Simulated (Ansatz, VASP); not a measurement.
**One calculation of Ru, two programs**

File INCAR:

```
SYSTEM = Ru
PREC = Accurate
ENCUT = 520
EDIFF = 1E-6
ISMEAR = -1
SIGMA = 0.025
LREAL = .FALSE.
LASPH = .TRUE.
NELM = 100
ALGO = Fast
ISIF = 2
LWAVE = .FALSE.
LCHARG = .FALSE.
LDIPOL = .TRUE.
IDIPOL = 3
DIPOL = 0.5 0.5 0.500
GGA = PE
NBANDS = 43
```

Contents of KPOINTS:

```
Automatic mesh
0
G
  15 15 1
  0 0 0
```

POSCAR

```
Ru
1.0
    2.7200250909      0.0000000000      0.0000000000
   -1.3600125454      2.3556108276      0.0000000000
    0.0000000000      0.0000000000     23.5935389932
Ru
5
Direct
    0.3333333333      0.6666666667      0.3178836376
    0.6666666667      0.3333333333      0.4089418188
    0.3333333333      0.6666666667      0.5000000000
    0.6666666667      0.3333333333      0.5910581812
    0.3333333333      0.6666666667      0.6821163624
```

Input for Ansatz:

```yaml
crystal:
  lattice:
    - [2.7200250909, 0.0, 0.0]
    - [-1.3600125454, 2.3556108276, 0.0]
    - [0.0, 0.0, 23.5935389932]
  atoms:
    - { symbol: Ru, position: [0.3333333333, 0.6666666667, 0.3178836376] }
    - { symbol: Ru, position: [0.6666666667, 0.3333333333, 0.4089418188] }
    - { symbol: Ru, position: [0.3333333333, 0.6666666667, 0.5] }
    - { symbol: Ru, position: [0.6666666667, 0.3333333333, 0.5910581812] }
    - { symbol: Ru, position: [0.3333333333, 0.6666666667, 0.6821163624] }
basis:
  ecutwfc: 420
kpoints:
  mp_grid: { grid: [15, 15, 1] }
hamiltonian:
  xc: pbe
scf:
  occupations: { method: fermi_dirac, width: 0.025 }
output:
  forces: true
  stress: true
  eigenvalues: true
efield:
  axis: 3
  dipole_correction: true
  ramp_width: 0.04
```

Alike in both runs: task single point; functional PBE; k mesh 15 × 15 × 1; occupations fermi-dirac, width 0.025 eV; no spin polarisation.

|  | VASP | Ansatz |
| --- | --- | --- |
| version | VASP 6.6.1 | Ansatz 0.2.0 |
| potentials or method | VASP PAW PBE potentials, release 64 (Ru_pv), cutoff 520 eV | scalar-relativistic, plane waves, PAW |
| valence electrons in the cell | 70 | 80 |

Ansatz gave:

| Item | Value |
| --- | --- |
| gap on the k mesh at the Fermi level (eV) | none |
| rms of the force components (eV/Å) | 0.360 |

Estimate VASP's values.

gap on the k mesh at the Fermi level (eV): none; rms of the force components (eV/Å): 0.359.

Atom by atom the forces differ by 0.002 eV/Å (rms over components). A gap of «none» marks a metal or a gap that the smearing closes. The functional is the same, so the differences come from potentials, cutoffs and numerics. VASP's potentials hold 70 valence electrons a cell and Ansatz's 80, so a difference there can come from the potentials and not from the codes.
